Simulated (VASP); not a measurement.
**Ti: single point with PBE**

Crystal: Ti.

```
CELL_PARAMETERS angstrom
2.95000 0.00000 0.00000
-1.47500 2.55477 0.00000
0.00000 0.00000 4.68600
ATOMIC_POSITIONS crystal
Ti 0.33333 0.66667 0.25000
Ti 0.66667 0.33333 0.75000
```

```
Program             : VASP 6.6.1
Task                : single point
Functional          : PBE
Potentials or basis : VASP PAW PBE potentials, release 64 (Ti_sv)
Cutoff              : 520 eV
k mesh              : 13 × 13 × 7
Occupations         : methfessel-paxton, width 0.15 eV
Spin                : no spin polarisation
```

```yaml
Pressure: -1.9 GPa
Band_gap_on_the_k_mesh: zero (bands 12 and 13 overlap by 1.09 eV)
```

Stress tensor (GPa, compression positive):
```
-1.75  0.00  0.00
 0.00 -1.75  0.00
 0.00  0.00 -2.19
```

Levels at points of the mesh, in eV from the Fermi level:
| k point | band 8 | band 9 | band 10 | band 11 | band 12 | band 13 | band 14 | band 15 | band 16 | band 17 |
| --- | --- | --- | --- | --- | --- | --- | --- | --- | --- | --- |
| (0.00, 0.00, 0.00) | -32.77 | -6.19 | -2.67 | 0.68 | 0.75 | 0.75 | 0.83 | 1.23 | 1.23 | 1.59 |

Wall time 28 s on 1 thread of AMD EPYC 9R45 96-Core Processor (Zen 5), on a shared host, peak memory 0.15 GiB.
